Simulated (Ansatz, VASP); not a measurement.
**One calculation of B3Pd, two programs**

```
B Pd
1.0
     3.50553    0.00000    0.00000
    -1.75277    3.03588    0.00000
     0.00000    0.00000    3.34906
B Pd
3 1
Direct
  0.50000 0.00000 0.50000
  0.00000 0.50000 0.50000
  0.50000 0.50000 0.50000
  0.00000 0.00000 0.00000
```

Alike in both runs: task single point; functional PBE; k mesh 6 × 6 × 6; occupations gaussian, width 0.1 eV; no spin polarisation.

|  | VASP | Ansatz |
| --- | --- | --- |
| version | VASP 6.6.1 | Ansatz 0.2.0 |
| potentials or method | VASP PAW PBE potentials, release 64 (B, Pd), cutoff 500 eV | scalar-relativistic, plane waves, PAW |
| valence electrons in the cell | 19 | 27 |

```csv
,VASP,Ansatz,Ansatz less VASP
gap on the k mesh at the Fermi level (eV),none,none,-
pressure (GPa),-0.4,-0.4,-0.02
"traceless stress, the component that is largest in VASP (GPa)",-1.32,-1.33,-0.011
```

A gap of «none» marks a metal or a gap that the smearing closes. VASP's potentials hold 19 valence electrons a cell and Ansatz's 27, so a difference there can come from the potentials and not from the codes.
